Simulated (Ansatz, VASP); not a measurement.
# TiPd3: VASP beside Ansatz

```
Ti Pd
1.0
     3.83281    0.00000    0.00000
     0.00000    3.83281    0.00000
     0.00000    0.00000    3.83281
Ti Pd
1 3
Cartesian
  0.0000 0.0000 0.0000
  0.0000 1.9164 1.9164
  1.9164 0.0000 1.9164
  1.9164 1.9164 0.0000
```

Alike in both runs: functional LDA; k mesh 12 × 12 × 12; occupations gaussian, width 0.1 eV; no spin polarisation.

Ansatz relaxed the structure, and its values are those at the end. VASP's run is a single point on that final structure, the one shown.

|  | VASP | Ansatz |
| --- | --- | --- |
| version | VASP 6.6.1 | Ansatz 0.2.0 |
| potentials or method | VASP PAW LDA potentials, release 64 (Ti_sv, Pd), cutoff 520 eV | scalar-relativistic, plane waves, PAW |
| valence electrons in the cell | 42 | 66 |

```csv
,VASP,Ansatz,Ansatz less VASP
gap on the k mesh at the Fermi level (eV),none,none,-
pressure (GPa),0.4,0.0,-0.38
```

LDA's correlation is that of Perdew and Zunger in VASP and of Perdew and Wang (1992) in Ansatz. A gap of «none» marks a metal or a gap that the smearing closes. VASP's potentials hold 42 valence electrons a cell and Ansatz's 66, so a difference there can come from the potentials and not from the codes.
